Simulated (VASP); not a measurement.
# ZrC (Fm-3m) in VASP: a series of runs

Runs on ZrC. Level: PBEsol. Tasks: single point.

All numbers are computed with VASP 6.6.1; they aren't measurements. Logs are shortened: lines on timing, memory, paths and dates and some standing lists are left out, and cuts for length are marked.

### 1 The cell of the first run

Symmetry: Fm-3m, No. 225, cubic system. The conventional cell has a = 4.669 Å, b = 4.669 Å, c = 4.669 Å, α = 90.00°, β = 90.00°, γ = 90.00°. Zr (site symmetry m-3m) has 6 C at 2.33 Å within 3.1 Å. C (site symmetry m-3m) has 6 Zr at 2.33 Å within 3.1 Å.

### 2 Single point, PBEsol

INCAR reads:

```
SYSTEM = ZrC
ALGO     = Normal         ! electronic algorithm
EDIFF    = 1E-7           ! SCF threshold, eV
ENCUT    = 520            ! plane-wave cutoff, eV
GGA      = PS             ! functional
ISIF     = 2              ! what is computed and relaxed
ISMEAR   = -1             ! smearing method
LASPH    = .True.         ! aspherical terms in the spheres
LCHARG   = .False.        ! write CHGCAR
LREAL    = .False.        ! projectors in reciprocal space
LWAVE    = .False.        ! write WAVECAR
NBANDS   = 15             ! bands
NELM     = 60             ! most SCF steps
PREC     = Accurate       ! precision mode
SIGMA    = 0.1            ! smearing width, eV
```

KPOINTS reads:

```
k-points
0
Gamma
  14 14 14
  0 0 0
```

POSCAR reads:

```
ZrC
1.0
    0.0000000000      2.3346477565      2.3346477565
    2.3346477565      0.0000000000      2.3346477565
    2.3346477565      2.3346477565      0.0000000000
Zr C
1 1
Direct
    0.5000000000      0.5000000000      0.5000000000
    0.0000000000      0.0000000000      0.0000000000
```

Potentials or basis: VASP PAW PBE potentials, release 64 (Zr_sv, C).

Launch:

```sh
> cat potpaw_PBE.64/Zr_sv/POTCAR potpaw_PBE.64/C/POTCAR > POTCAR
> mpirun -np 1 vasp_std > vasp.out
```

OUTCAR:

```text
SYSTEM = ZrC
   EDIFF = 1E-7
   ENCUT = 520
   GGA = PS
   ISIF = 2
   ISMEAR = -1
   LASPH = .True.
   LREAL = .False.
   NELM = 60
   PREC = Accurate

 ion  position               nearest neighbor table
   1  0.500  0.500  0.500-   2 2.33   2 2.33   2 2.33   2 2.33   2 2.33   2 2.33
   2  0.000  0.000  0.000-   1 2.33   1 2.33   1 2.33   1 2.33   1 2.33   1 2.33

  LATTYP: Found a face centered cubic cell.
 ALAT       =     4.6692955130

  Lattice vectors:

 A1 = (   0.0000000000,   2.3346477565,   2.3346477565)
 A2 = (   2.3346477565,   0.0000000000,   2.3346477565)
 A3 = (   2.3346477565,   2.3346477565,   0.0000000000)

Analysis of symmetry for initial positions (statically):
=====================================================================
 Subroutine PRICEL returns:
 Original cell was already a primitive cell.

 Routine SETGRP: Setting up the symmetry group for a
 face centered cubic supercell.

 Subroutine GETGRP returns: Found 48 space group operations
 (whereof 48 operations were pure point group operations)
 out of a pool of 48 trial point group operations.

The static configuration has the point symmetry O_h .

Analysis of symmetry for dynamics (positions and initial velocities):
=====================================================================
 Subroutine PRICEL returns:
 Original cell was already a primitive cell.

 Routine SETGRP: Setting up the symmetry group for a
 face centered cubic supercell.

 Subroutine GETGRP returns: Found 48 space group operations
 (whereof 48 operations were pure point group operations)
 out of a pool of 48 trial point group operations.

The dynamic configuration has the point symmetry O_h .

 Subroutine INISYM returns: Found 48 space group operations
 (whereof 48 operations are pure point group operations),
 and found     1 'primitive' translations

----------------------------------------------------------------------------------------

                                     Primitive cell

  volume of cell :      25.4504

  direct lattice vectors                    reciprocal lattice vectors
     0.000000000  2.334647756  2.334647756    -0.214165070  0.214165070  0.214165070
     2.334647756  0.000000000  2.334647756     0.214165070 -0.214165070  0.214165070
     2.334647756  2.334647756  0.000000000     0.214165070  0.214165070 -0.214165070

  length of vectors
     3.301690521  3.301690521  3.301690521     0.370944782  0.370944782  0.370944782

  position of ions in fractional coordinates (direct lattice)
     0.500000000  0.500000000  0.500000000
     0.000000000  0.000000000  0.000000000

  ion indices of the primitive-cell ions
   primitive index   ion index
                 1           1
                 2           2

----------------------------------------------------------------------------------------

 KPOINTS: k-points

Automatic generation of k-mesh.
 Grid dimensions read from file:
 generate k-points for:   14   14   14

 Generating k-lattice:

  Cartesian coordinates                     Fractional coordinates (reciprocal lattice)
    -0.015297505  0.015297505  0.015297505     0.071428571  0.000000000  0.000000000
     0.015297505 -0.015297505  0.015297505     0.000000000  0.071428571  0.000000000
     0.015297505  0.015297505 -0.015297505     0.000000000  0.000000000  0.071428571

  Length of vectors
     0.026496056  0.026496056  0.026496056

  Shift w.r.t. Gamma in fractional coordinates (k-lattice)
     0.000000000  0.000000000  0.000000000

 Subroutine IBZKPT returns following result:
 ===========================================

 Found    104 irreducible k-points:

 Following reciprocal coordinates:
            Coordinates               Weight
  0.000000  0.000000  0.000000      1.000000
  0.071429  0.000000  0.000000      8.000000
  0.142857  0.000000  0.000000      8.000000
  0.214286  0.000000  0.000000      8.000000
  0.285714  0.000000  0.000000      8.000000
  0.357143  0.000000  0.000000      8.000000
[... 16 lines left out ...]
  0.214286  0.142857  0.000000     24.000000
  0.285714  0.142857  0.000000     24.000000
 [... further k-points ...]
   k-points           NKPTS =    104   k-points in BZ     NKDIM =    104   number of bands    NBANDS=     15
   number of dos      NEDOS =    301   number of ions     NIONS =      2
   total plane-waves  NPLWV =  21952
   dimension x,y,z NGX =    28 NGY =   28 NGZ =   28
   dimension x,y,z NGXF=    56 NGYF=   56 NGZF=   56
   ions per type =               1   1
   NGX,Y,Z   is equivalent  to a cutoff of  14.10, 14.10, 14.10 a.u.
   NGXF,Y,Z  is equivalent  to a cutoff of  28.20, 28.20, 28.20 a.u.
 SYSTEM =  ZrC
   PREC   = accura    normal or accurate (medium, high low for compatibility)
   ISTART =      0    job   : 0-new  1-cont  2-samecut
   ICHARG =      2    charge: 1-file 2-atom 10-const
   ISPIN  =      1    spin polarized calculation?
   LNONCOLLINEAR =      F non collinear calculations
   LSORBIT =      F    spin-orbit coupling
   LASPH  =      T    aspherical Exc in radial PAW
   ENCUT  =  520.0 eV  38.22 Ry    6.18 a.u.   6.14  6.14  6.14*2*pi/ulx,y,z
   NELM   =     60;   NELMIN=  2; NELMDL= -5     # of ELM steps
   EDIFF  = 0.1E-06   stopping-criterion for ELM
   LREAL  =      F    real-space projection
   EDIFFG = 0.1E-05   stopping-criterion for IOM
   NSW    =      0    number of steps for IOM
   IBRION =     -1    ionic relax: 0-MD 1-quasi-New 2-CG
   NFREE  =      0    steps in history (QN), initial steepest desc. (CG)
   ISIF   =      2    stress and relaxation
   ISYM   =      2    0-nonsym 1-usesym 2-fastsym
   POTIM  = 0.5000    time-step for ionic-motion
   TEBEG  =    0.0;   TEEND  =   0.0 temperature during run
   PSTRESS=    0.0 pullay stress
   NELECT =      16.0000    total number of electrons
   NUPDOWN=      -1.0000    fix difference up-down
   EMIN   =  10.00;   EMAX   =-10.00  energy-range for DOS
   EFERMI =   0.00;   METHOD = LEGACY
   ISMEAR =    -1;   SIGMA  =   0.10  broadening in eV -4-tet -1-fermi 0-gaus
   EFERMI_NEDOS =   21; number of points for ismear=-14 and -15
   IALGO  =     38    algorithm
   IMIX   =      4    mixing-type and parameters
     AMIX     =   0.40;   BMIX     =  1.00
     AMIX_MAG =   1.60;   BMIX_MAG =  1.00
  volume/ion in A,a.u.               =      12.73        85.87
  Fermi-wavevector in a.u.,A,eV,Ry     =   1.402437  2.650222 26.760353  1.966830
  Thomas-Fermi vector in A             =   2.525199
   LORBIT       =      0    0 simple, 1 ext, 2 COOP (PROOUT), +10 PAW based schemes
   GGA     = PS    functional components
   LHFCALC =     F    Hartree Fock is set to
   AEXX    =    0.0000 exact exchange contribution
   IVDW    =     0    specifies the selected vdW correction
   LEPSILON=     F    determine dielectric tensor
   LRPA    =     F    only Hartree local field effects (RPA)
 non-spin polarized calculation
  energy-cutoff  :      520.00
  volume of cell :       25.45
 maximum number of plane-waves:       701
 NGX is ok and might be reduce to    28
   NGX = 13   NGY = 13   NGZ = 13

 number of electron      16.0000000 magnetization

 Free energy of the ion-electron system (eV)
  ---------------------------------------------------
  ext. energy  EPLUGINS =         0.00000000
  ---------------------------------------------------
  free energy    TOTEN  =       -20.57804041 eV

  energy without entropy =      -20.56783995  energy(sigma->0) =      -20.57294018

 E-fermi :   9.7221     XC(G=0): -12.3785

 val. band max:        9.7175517707   @ k =   0.3571   0.2857   0.0000
 cond. band min:       9.7283489484   @ k =   0.4286   0.4286   0.0000
 fundamental gap:      0.0107971777
 Fermi energy:         9.7220734293

 k-point     1 :       0.0000    0.0000    0.0000
  band No.  band energies     occupation
      1     -38.1741      2.00000
      2     -15.9014      2.00000
      3     -15.9014      2.00000
      4     -15.9014      2.00000
      5      -1.6280      2.00000
      6      10.6794      0.00014
      7      10.6794      0.00014
      8      10.6794      0.00014
      9      10.7866      0.00005
     10      10.7866      0.00005
     11      10.7866      0.00005
     12      12.5865      0.00000
     13      12.5865      0.00000
     14      17.2458      0.00000
     15      20.1430      0.00000

 k-point     2 :       0.0714    0.0000    0.0000
  band No.  band energies     occupation
      1     -38.1685      2.00000
      2     -15.9516      2.00000
      3     -15.9057      2.00000
      4     -15.9057      2.00000
      5      -1.5063      2.00000
      6       9.7698      0.76561
      7      10.0025      0.11418
      8      10.0025      0.11418
      9      11.0489      0.00000
     10      11.0489      0.00000
     11      11.4307      0.00000
     12      13.2495      0.00000
     13      13.2495      0.00000
     14      17.4952      0.00000
     15      20.4740      0.00000

 k-point     3 :       0.1429    0.0000    0.0000
  band No.  band energies     occupation
      1     -38.1530      2.00000
      2     -16.0897      2.00000
      3     -15.9177      2.00000
      4     -15.9177      2.00000
      5      -1.1581      2.00000
      6       8.6493      1.99996
      7       9.0921      1.99633
      8       9.0921      1.99633
      9      11.4181      0.00000
     10      11.4181      0.00000
     11      11.8971      0.00000
     12      14.5190      0.00000
     13      14.5190      0.00000
     14      18.1151      0.00000
     15      21.3618      0.00000

 k-point     4 :       0.2143    0.0000    0.0000
  band No.  band energies     occupation
      1     -38.1304      2.00000
      2     -16.2832      2.00000
      3     -15.9350      2.00000
      4     -15.9350      2.00000
      5      -0.6283      2.00000
      6       7.4946      2.00000
      7       8.2681      2.00000
      8       8.2681      2.00000
      9      11.9718      0.00000
     10      11.9718      0.00000
     11      12.3023      0.00000
     12      15.9421      0.00000
     13      15.9421      0.00000
     14      18.7804      0.00000
     15      22.4707      0.00000
[... 307 lines left out ...]
 k-point    22 :       0.1429    0.1429    0.0000
  band No.  band energies     occupation
      1     -38.1460      2.00000
      2     -16.0757      2.00000
      3     -15.9604      2.00000
      4     -15.9604      2.00000
      5      -1.0482      2.00000
      6       7.8275      2.00000
      7       9.5629      1.66180
      8       9.5629      1.66179
      9      10.0106      0.10576
     10      12.7979      0.00000
     11      12.7979      0.00000
     12      12.8600      0.00000
     13      15.1822      0.00000
     14      18.7805      0.00000
     15      21.7639      0.00000

 k-point    23 :       0.2143    0.1429    0.0000
  band No.  band energies     occupation
      1     -38.1291      2.00000
      2     -16.1994      2.00000
      3     -15.9882      2.00000
      4     -15.9780      2.00000
      5      -0.7168      2.00000
      6       7.1291      2.00000
      7       8.8865      1.99953
      8       9.1977      1.98950
      9      10.2151      0.01435
     10      12.8369      0.00000
     11      13.3062      0.00000
     12      13.9379      0.00000
     13      15.9492      0.00000
     14      19.5798      0.00000
     15      22.6587      0.00000

 k-point    24 :       0.2857    0.1429    0.0000
  band No.  band energies     occupation
      1     -38.1071      2.00000
      2     -16.3696      2.00000
      3     -16.0131      2.00000
      4     -15.9976      2.00000
      5      -0.2616      2.00000
      6       6.4894      2.00000
      7       8.0882      2.00000
      8       8.5995      1.99997
      9      10.6723      0.00015
     10      13.2953      0.00000
     11      13.7756      0.00000
     12      15.1676      0.00000
     13      16.9679      0.00000
     14      20.1803      0.00000
     15      23.5109      0.00000

 [... further k-points ...]

------------------------ aborting loop because EDIFF is reached ----------------------------------------

  FORCE on cell =-STRESS in cart. coord.  units (eV):
  Direction    XX          YY          ZZ          XY          YZ          ZX
  --------------------------------------------------------------------------------------
  -------------------------------------------------------------------------------------
  Total        0.0553239      0.0553239      0.0553239      0.0000000      0.0000000     -0.0000000
  in kB        3.4828054      3.4828054      3.4828054      0.0000000      0.0000000     -0.0000000
  external PRESSURE =       3.4828054 kB  Pullay stress =       0.0000000 kB

 VOLUME and BASIS-vectors are now :
 -----------------------------------------------------------------------------
  energy-cutoff  :      520.00
  volume of cell :       25.45
      direct lattice vectors                 reciprocal lattice vectors
     0.000000000  2.334647756  2.334647756    -0.214165070  0.214165070  0.214165070
     2.334647756  0.000000000  2.334647756     0.214165070 -0.214165070  0.214165070
     2.334647756  2.334647756  0.000000000     0.214165070  0.214165070 -0.214165070

 POSITION                                       TOTAL-FORCE (eV/Angst)
 -----------------------------------------------------------------------------------
      2.33465      2.33465      2.33465         0.000000      0.000000      0.000000
      0.00000      0.00000      0.00000        -0.000000     -0.000000     -0.000000
 -----------------------------------------------------------------------------------
    total drift:                                0.000000      0.000000      0.000000

  FREE ENERGIE OF THE ION-ELECTRON SYSTEM (eV)
  ---------------------------------------------------
  free  energy   TOTEN  =       -20.5780404096 eV

  energy  without entropy=      -20.5678399468  energy(sigma->0) =      -20.57294018
```

It took 37 s on 1 thread of AMD EPYC 7R13 (Zen 3), shared host; peak memory 0.15 GiB.

Results:

* Free energy: -20.5780 eV
* Pressure: 0.3 GPa
* Band gap on the k mesh: zero (bands 8 and 9 overlap by 1.32 eV)

Caveat: the PAW data sets were made with another functional, which shifts forces and pressure a little.

[end of part 1 of 2]
